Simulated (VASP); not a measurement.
KCl (Sylvite):

```
K Cl
1.0
     0.00000    3.14485    3.14485
     3.14485    0.00000    3.14485
     3.14485    3.14485    0.00000
K Cl
1 1
Direct
  0.00000 0.00000 0.00000
  0.50000 0.50000 0.50000
```

Base run:

* Program: VASP 6.6.1
* Functional: PBEsol
* Potentials or basis: VASP PAW PBE potentials, release 64 (K_sv, Cl)
* Cutoff: 520 eV
* k mesh: 6 × 6 × 6
* Occupations: gaussian, width 0.01 eV
* Spin: no spin polarisation

Its results: band gap on the k mesh 5.03 eV, direct; pressure -0.3 GPa.

Problem. The run is repeated on the same cell with these changes: functional from PBEsol to HSE06; k mesh from 6 × 6 × 6 to 3 × 3 × 3. What comes out?

Solution. Band gap on the k mesh 6.50 eV, direct; pressure 0.5 GPa.

Several settings changed at once, so the effect can't be laid on one alone.

Caveats: some runs use coarse meshes; the PAW data sets were made with another functional, which shifts forces and pressure a little.

